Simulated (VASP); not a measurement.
Wanted: the native input for a VASP 6.6.1 run.

| Quantity | Value |
| --- | --- |
| Task | single point |
| Functional | PBE |
| Potentials or basis | VASP PAW PBE potentials, release 64 (Sc_sv, C) |
| Cutoff | 520 eV |
| k mesh | 3 × 2 × 3 |
| Occupations | gaussian, width 0.05 eV |
| Spin | no spin polarisation |
| Dipole correction | no |
| Further INCAR settings | ALGO = Normal; EDIFF = 1e-06; NBANDS = 80 |

The structure of Sc12C (a cell with a defect) lies in POSCAR:

```
Sc12C
1.0
    6.6200000000      0.0000000000      0.0000000000
   -4.9650000000      8.5996320000      0.0000000000
    0.0000000000      0.0000000000      5.2761400000
Sc C
12 1
Direct
    0.0006204598      0.0002359403     -0.0153470151
    0.1795740867      0.2389112697      0.5172698223
   -0.0026149597      0.3380876065      0.0041780544
    0.1593342776      0.5515480197      0.4917593165
    0.0024133828      0.6630595356     -0.0070955282
    0.1737241648      0.8830112730      0.5040088019
    0.4941668778     -0.0080087148     -0.0046369126
    0.6671193151      0.2250473043      0.5178943318
    0.5092839678      0.3412640215      0.0101938159
    0.6671221482      0.5514776679      0.5026250251
    0.4855267410      0.6581728148     -0.0091970645
    0.6518054721      0.8821803073      0.5030526104
    0.0053778201      0.0066938911      0.3890302380
```

These files were run (other wordings do the same):

INCAR

```
SYSTEM = Sc12C
PREC = Accurate
ENCUT = 520
EDIFF = 1E-6
ISMEAR = 0
SIGMA = 0.05
LREAL = .False.
LASPH = .True.
NELM = 80
ALGO = Normal
ISIF = 2
LWAVE = .False.
LCHARG = .False.
GGA = PE
NBANDS = 80
```

KPOINTS

```
Automatic mesh
0
Gamma
  3 2 3
  0 0 0
```

Potentials or basis: VASP PAW PBE potentials, release 64 (Sc_sv, C).

The run is started by

```console
$ cat potpaw_PBE.64/Sc_sv/POTCAR potpaw_PBE.64/C/POTCAR > POTCAR
$ mpirun -np 1 vasp_std > vasp.out
```

Results of the run:

```json
{
 "Pressure": "1.4 GPa",
 "Largest force": "0.172 eV/Å",
 "Band gap on the k mesh": "zero (bands 68 and 69 overlap by 0.33 eV)"
}
```

Caveat: the k points lie up to 0.40 Å⁻¹ apart.

Run time: 10 min on 1 thread of AMD EPYC 7R43 64-Core Processor (Zen 3), with other jobs on the host, peak memory 0.43 GiB.
